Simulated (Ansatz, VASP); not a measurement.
# One calculation of GaN, two programs

```
Ga N
1.0
     3.24681    0.00000    0.00000
    -1.62341    2.81182    0.00000
     0.00000    0.00000    5.28730
Ga N
2 2
Direct
  0.33333 0.66667 0.99903
  0.66667 0.33333 0.49903
  0.33333 0.66667 0.37597
  0.66667 0.33333 0.87597
```

Change from the starting cell: hydrostatic strain +2.0%.

Alike in both runs: task single point; functional r2SCAN; k mesh 12 × 12 × 6; no spin polarisation.

|  | VASP | Ansatz |
| --- | --- | --- |
| version | VASP 6.6.1 | Ansatz 0.2.0 |
| potentials or method | VASP PAW PBE potentials, release 64 (Ga_d, N) | plane waves, PAW |
| plane-wave cutoff (eV) | 520 | 500 |
| occupations | gaussian, width 0.01 eV | fixed |
| valence electrons in the cell | 36 | 36 |

```csv
,VASP,Ansatz,Ansatz less VASP
gap on the k mesh at the Fermi level (eV),1.93,1.94,+0.004
pressure (GPa),-9.4,-10.3,-0.92
"traceless stress, the component that is largest in VASP (GPa)",0.06,0.03,-0.034
```

VASP's potentials were made for PBE, not for r2SCAN.
